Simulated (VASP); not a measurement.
Input of a VASP 6.6.1 run:

INCAR

```
SYSTEM = W
PREC = Accurate ; ENCUT = 520
EDIFF = 1E-6 ; ISMEAR = -1
SIGMA = 0.05 ; LREAL = .False.
LASPH = .True. ; NELM = 80
ALGO = Normal ; ISIF = 2
LWAVE = .False. ; LCHARG = .False.
GGA = PS ; IVDW = 12
NBANDS = 13
```

File KPOINTS:

```
Automatic mesh
0
Gamma
  12 12 12
  0 0 0
```

The input POSCAR:

```
W
1.0
   -1.5609593379      1.5609593379      1.5609593379
    1.5609593379     -1.5609593379      1.5609593379
    1.5609593379      1.5609593379     -1.5609593379
W
1
Direct
    0.0000000000      0.0000000000      0.0000000000
```

Potentials or basis: VASP PAW PBE potentials, release 64 (W_sv).

Run with:

```bash
$ cat potpaw_PBE.64/W_sv/POTCAR > POTCAR
$ mpirun -np 1 vasp_std > vasp.out
```

(1) Estimate the dispersion energy per atom.

(2) Estimate the pressure.

(3) Estimate the band gap on the k mesh.

Answers

(1) -0.775 eV.

(2) 3.1 GPa.

(3) zero (band 7 reaches 17.37 eV, above the bottom of band 8 at 10.58 eV).

Caveat: the PAW data sets were made with another functional, which shifts forces and pressure a little; spin-orbit coupling is left out, which moves the levels of the heavy elements; pairwise dispersion overbinds metals, which lowers pressure and volume.
